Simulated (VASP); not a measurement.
A run of VASP 6.6.1 is set up as follows.

The input INCAR:

```
PREC = Accurate
ENCUT = 520
EDIFF = 1E-7
ISMEAR = 0
SIGMA = 0.1
LREAL = F
LASPH = T
NELM = 60
ALGO = Fast
ISIF = 2
LWAVE = F
LCHARG = F
GGA = PE
NBANDS = 34
```

Contents of KPOINTS:

```
regular mesh
0
Gamma
  6 6 2
```

Contents of POSCAR:

```
CdBiO4
1.0
    3.3548980413      0.0000000000      0.0000000000
    0.0000000000      3.3548980413      0.0000000000
    0.0000000000      0.0000000000      6.9215850217
Cd Bi O
1 1 4
Direct
    0.0000000000      0.0000000000      0.0000000000
    0.5000000000      0.5000000000      0.5000000000
    0.5000000000      0.5000000000      0.1059713358
    0.0000000000      0.0000000000      0.6672007144
    0.0000000000      0.0000000000      0.3327992856
    0.5000000000      0.5000000000      0.8940286642
```

Potentials or basis: VASP PAW PBE potentials, release 64 (Cd, Bi_d, O).

Run with:

```console
$ cat potpaw_PBE.64/Cd/POTCAR potpaw_PBE.64/Bi_d/POTCAR potpaw_PBE.64/O/POTCAR > POTCAR
$ mpirun -np 1 vasp_std > vasp.out
```

What does it give for the band gap on the k mesh?

Zero (an odd number of electrons rules out a gap without spin polarisation).

What does it give for the largest force?

0.249 eV/Å.

Estimate the pressure.

0.6 GPa.

Forces in eV/Å, atoms in the order of the input:
```
Cd   0.000  0.000  0.000
Bi   0.000  0.000  0.000
O    0.000  0.000  0.249
O    0.000  0.000 -0.056
O    0.000  0.000  0.056
O    0.000  0.000 -0.249
```

Caveat: the k points lie up to 0.45 Å⁻¹ apart, too coarse for converged energies and pressures of a metal; spin-orbit coupling is left out, which moves the levels of the heavy elements; an odd number of electrons without spin polarisation forces a metal; a magnetic or distorted state may lie lower.
